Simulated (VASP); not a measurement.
Wanted: the native input for a VASP 6.6.1 run.

```
Task                   : single point
Functional             : PBE
Potentials or basis    : VASP PAW PBE potentials, release 64 (C)
Cutoff                 : 520 eV
k mesh                 : 12 × 12 × 4
Occupations            : gaussian, width 0.05 eV
Spin                   : no spin polarisation
Dipole correction      : no
Further INCAR settings : ALGO = Normal; EDIFF = 1e-06; NBANDS = 26
```

The structure of C lies in POSCAR:

```
C
1.0
    2.5180642186      0.0000000000      0.0000000000
   -1.2590321093      2.1807075817      0.0000000000
    0.0000000000      0.0000000000      8.3046919353
C
8
Direct
   -0.0082542016     -0.0165084032      0.0929732494
   -0.0082542016     -0.0165084032      0.5929732494
   -0.0082542016     -0.0165084032      0.4070267506
   -0.0082542016     -0.0165084032      0.9070267506
    0.3415875349      0.6831750699      0.1555299995
    0.6749208683      0.3498417365      0.6555299995
    0.3415875349      0.6831750699      0.3444700005
    0.6749208683      0.3498417365      0.8444700005
```

These files were run (other wordings do the same):

INCAR

```
PREC = Accurate ; ENCUT = 520
EDIFF = 1E-6 ; ISMEAR = 0
SIGMA = 0.05 ; LREAL = False
LASPH = True ; NELM = 80
ALGO = Normal ; ISIF = 2
LWAVE = False ; LCHARG = False
GGA = PE ; NBANDS = 26
```

KPOINTS

```
Automatic mesh
0
Gamma
  12 12 4
```

Potentials or basis: VASP PAW PBE potentials, release 64 (C).

Run with:

```console
$ cat potpaw_PBE.64/C/POTCAR > POTCAR
$ mpirun -np 1 vasp_std > vasp.out
```

Results of the run:

```yaml
Pressure: 2.6 GPa
Largest_force: 2.484 eV/Å
Band_gap_on_the_k_mesh: 3.91 eV, indirect (least direct gap 4.45 eV)
```

Caveat: forces of over 1 eV/Å act on the atoms, so gaps and moduli don't describe the material at rest.

It took 110 s on 1 thread of AMD EPYC 9R14 (Zen 4) (shared host), peak memory 0.19 GiB.
